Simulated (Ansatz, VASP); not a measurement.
## GaAs: VASP beside Ansatz

```
CELL_PARAMETERS angstrom
0.00000 2.91283 2.91283
2.91283 0.00000 2.91283
2.91283 2.91283 0.00000
ATOMIC_POSITIONS crystal
Ga 0.00000 0.00000 0.00000
As 0.25000 0.25000 0.25000
```

Alike in both runs: task single point; functional HSE06; k mesh 4 × 4 × 4; occupations fermi-dirac, width 0.05 eV; no spin polarisation.

|  | VASP | Ansatz |
| --- | --- | --- |
| version | VASP 6.6.1 | Ansatz 0.2.0 development build |
| potentials or method | VASP PAW PBE potentials, release 64 (Ga_d, As), cutoff 520 eV | plane waves, all-electron PAW datasets generated for the crystal |

```tsv
	VASP	Ansatz	Ansatz less VASP
gap on the k mesh at the Fermi level (eV)	0.72	0.74	+0.022
```

Ansatz ran all-electron here, and VASP with PAW potentials. Ansatz's warnings: printed levels off.

The k mesh is coarse, so the values compare programs but aren't converged.
